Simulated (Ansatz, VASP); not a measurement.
## One calculation of CaB6, two programs

The input INCAR:

```
ALGO = Normal ; EDIFF = 1E-6
EDIFFG = -0.01 ; ENCUT = 520
GGA = PE ; IBRION = 2
ISIF = 2 ; ISMEAR = 0
LASPH = True ; LCHARG = False
LREAL = False ; LWAVE = False
NELM = 60 ; NSW = 50
PREC = Accurate ; SIGMA = 0.01
```

Contents of KPOINTS:

```
k-points
0
Gamma
  8 8 8
```

File POSCAR:

```
CaB6
1.0
    4.1058333022      0.0000000000      0.0000000000
    0.0000000000      4.1058333022      0.0000000000
    0.0000000000      0.0000000000      4.1058333022
Ca B
1 6
Direct
    0.5000000000      0.5000000000      0.5000000000
    0.0000000000      0.0000000000      0.2982058821
    0.0000000000      0.0000000000      0.7017941179
    0.2982058821      0.0000000000      0.0000000000
    0.7017941179      0.0000000000      0.0000000000
    0.0000000000      0.2982058821      0.0000000000
    0.0000000000      0.7017941179      0.0000000000
```

Input for Ansatz:

```yaml
crystal:
  lattice:
    - [4.1058333022, 0.0, 0.0]
    - [0.0, 4.1058333022, 0.0]
    - [0.0, 0.0, 4.1058333022]
  atoms:
    - { symbol: Ca, position: [0.5, 0.5, 0.5] }
    - { symbol: B, position: [0.0, 0.0, 0.2982058821] }
    - { symbol: B, position: [0.0, 0.0, 0.7017941179] }
    - { symbol: B, position: [0.2982058821, 0.0, 0.0] }
    - { symbol: B, position: [0.7017941179, 0.0, 0.0] }
    - { symbol: B, position: [0.0, 0.2982058821, 0.0] }
    - { symbol: B, position: [0.0, 0.7017941179, 0.0] }
basis:
  ecutwfc: 420
kpoints:
  mp_grid: { grid: [8, 8, 8] }
hamiltonian:
  xc: pbe
scf:
  occupations: { method: gaussian, width: 0.01 }
output:
  forces: true
  stress: true
  eigenvalues: true
  write_density: true
  write_potential: true
  elf: true
  volumetric_format: npy
relax:
  adjacent_minimum: "off"
  f_tol: 0.01
  max_steps: 30
```

Alike in both runs: task relaxation of the atoms; functional PBE; k mesh 8 × 8 × 8; occupations gaussian, width 0.01 eV; no spin polarisation.

|  | VASP | Ansatz |
| --- | --- | --- |
| version | VASP 6.6.1 | Ansatz 0.2.0 |
| potentials or method | VASP PAW PBE potentials, release 64 (Ca_sv, B), cutoff 520 eV | scalar-relativistic, plane waves, PAW |
| valence electrons in the cell | 28 | 28 |

```tsv
	VASP	Ansatz	Ansatz less VASP
gap on the k mesh at the Fermi level, each at its own relaxed structure (eV)	0.07	0.07	0.000
```

Ansatz's warnings: stress scf threshold loose.
